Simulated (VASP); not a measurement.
NaF:

```
CELL_PARAMETERS angstrom
3.86806 0.00000 0.00000
-1.93403 3.34984 0.00000
0.00000 0.00000 4.50587
ATOMIC_POSITIONS crystal
Na 0.33333 0.66667 0.93750
Na 0.66667 0.33333 0.43750
F 0.33333 0.66667 0.43750
F 0.66667 0.33333 0.93750
```

This cell differs from its parent crystal: uniaxial z strain -1.0%.

Base run:

```yaml
Program: VASP 6.6.1
Functional: r2SCAN
Potentials_or_basis: VASP PAW PBE potentials, release 64 (Na_pv, F)
Cutoff: 520 eV
k_mesh: 12 × 12 × 6
Occupations: gaussian, width 0.01 eV
Spin: no spin polarisation
```

Its results: band gap on the k mesh 6.38 eV; pressure 0.0 GPa.

Problem. The run is repeated on the same cell with these changes: functional from r2SCAN to PBE; occupations from gaussian, width 0.01 eV to fermi-dirac, width 0.02 eV. What comes out?

Solution. Band gap on the k mesh 5.71 eV; pressure 3.1 GPa.

Caveats: the structure was generated, so it needn't be the stable form of NaF; the PAW data sets were made with another functional, which shifts forces and pressure a little (at least some runs); the cell stands under pressure (at least some runs).

A k mesh can miss the band edges.
